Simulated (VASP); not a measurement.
Write the native input for VASP 6.6.1 that does the following.

* Task: relaxation of cell and atoms
* Functional: PBEsol
* Dispersion: D4
* Potentials or basis: VASP PAW PBE potentials, release 64 (Os, Ba_sv)
* Cutoff: 600 eV
* k mesh: 5 × 5 × 5
* Occupations: fermi-dirac, width 0.1 eV
* Spin: no spin polarisation
* Dipole correction: no
* Further INCAR settings: ALGO = Normal; EDIFF = 1e-06; IBRION = 2; EDIFFG = -0.01; NSW = 60; ISIF = 3

The structure of Ba2Os lies in POSCAR:

```
Ba2Os
1.0
    0.0000000000      4.1576432700      0.0000000000
    4.1576432700      0.0000000000      0.0000000000
    2.0788221400      2.0788221400     -7.3965566500
Os Ba
1 2
Direct
    0.0000000000      0.0000000000      0.0000000000
    0.3700000000      0.3700000000      0.2600000000
    0.6300000000      0.6300000000      0.7400000000
```

One way to write it, as run:

INCAR

```
SYSTEM = Ba2Os
PREC = Accurate ; ENCUT = 600
EDIFF = 1E-6 ; ISMEAR = -1
SIGMA = 0.1 ; LREAL = .FALSE.
LASPH = .TRUE. ; NELM = 60
ALGO = Normal ; ISIF = 3
LWAVE = .FALSE. ; LCHARG = .FALSE.
GGA = PS ; IVDW = 13
IBRION = 2 ; NSW = 60
EDIFFG = -0.01
```

KPOINTS

```
Automatic mesh
0
G
  5 5 5
  0 0 0
```

Potentials or basis: VASP PAW PBE potentials, release 64 (Os, Ba_sv).

Command:

```bash
$ cat potpaw_PBE.64/Os/POTCAR potpaw_PBE.64/Ba_sv/POTCAR > POTCAR
$ mpirun -np 1 vasp_std > vasp.out
```

Results of the run:

```json
{
 "Relaxed volume": "31.02 Å³/atom",
 "Relaxed cell": "a = 3.679 Å, b = 3.679 Å, c = 7.352 Å, α = 75.51°, β = 75.51°, γ = 90.00°",
 "Space group after relaxing (to 0.1 Å)": "I4/mmm (No. 139)",
 "Energy gained by relaxing": "330.2 meV/atom",
 "Ionic steps": "19",
 "Pressure after relaxing": "0.0 GPa",
 "Largest force after relaxing": "0.008 eV/Å",
 "Band gap on the k mesh": "zero (bands 14 and 15 overlap by 0.15 eV)",
 "Dispersion energy per atom": "-0.171 eV"
}
```

Caveat: the volume moved by over 15 % at a fixed basis, so the end points are rough; the PAW data sets were made with another functional, which shifts forces and pressure a little; spin-orbit coupling is left out, which moves the levels of the heavy elements.

Wall time 20 min on 1 thread of AMD EPYC 7571, on a shared host, peak memory 0.29 GiB.
